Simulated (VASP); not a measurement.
# Sb: single point with PBE+D3(BJ)

The system is Sb.

```
Sb
1.0
     3.31847    0.00000    0.00000
    -1.65923    2.87388    0.00000
     0.00000    0.00000    5.17010
Sb
2
Direct
  0.33333 0.66667 0.25000
  0.66667 0.33333 0.75000
```

This cell differs from its parent crystal: strain -0.015 along x and y, -0.030 along z.

| Item | Value |
| --- | --- |
| Program | VASP 6.6.1 |
| Task | single point |
| Functional | PBE |
| Dispersion | D3(BJ) |
| Potentials or basis | VASP PAW PBE potentials, release 64 (Sb) |
| Cutoff | 520 eV |
| k mesh | 18 × 18 × 10 |
| Occupations | gaussian, width 0.15 eV |
| Spin | no spin polarisation |
| Dipole correction | no |
| Further INCAR settings | ALGO = Normal; EDIFF = 1e-06; NBANDS = 12 |

```
Pressure                   : 4.3 GPa
Band gap on the k mesh     : zero (bands 5 and 6 overlap by 8.01 eV)
Dispersion energy per atom : -0.573 eV
```

Stress tensor (GPa, compression positive):
```
3.86 0.00 0.00
0.00 3.86 0.00
0.00 0.00 5.15
```

Levels at points of the mesh, in eV from the Fermi level:
```tsv
k point	band 2	band 3	band 4	band 5	band 6	band 7	band 8	band 9
(0.00, 0.00, 0.00)	-8.85	-6.28	3.45	3.45	5.44	5.44	6.87	7.51
(0.50, 0.00, 0.00)	-8.37	-4.18	-2.87	-2.56	-0.26	0.02	4.14	4.16
(0.00, 0.00, 0.50)	-12.19	-0.13	-0.13	4.46	4.46	4.46	4.46	8.52
(0.50, 0.00, 0.50)	-8.71	-5.83	-5.83	1.52	1.52	2.36	2.36	5.83
```

Run time: 120 s on 1 thread of Intel Xeon 8259CL, with other jobs on the host, peak memory 0.27 GiB.

Caveat: the cell differs from its parent crystal (strain -0.015 along x and y, -0.030 along z); the cell stands under pressure; spin-orbit coupling is left out, which moves the levels of the heavy elements.
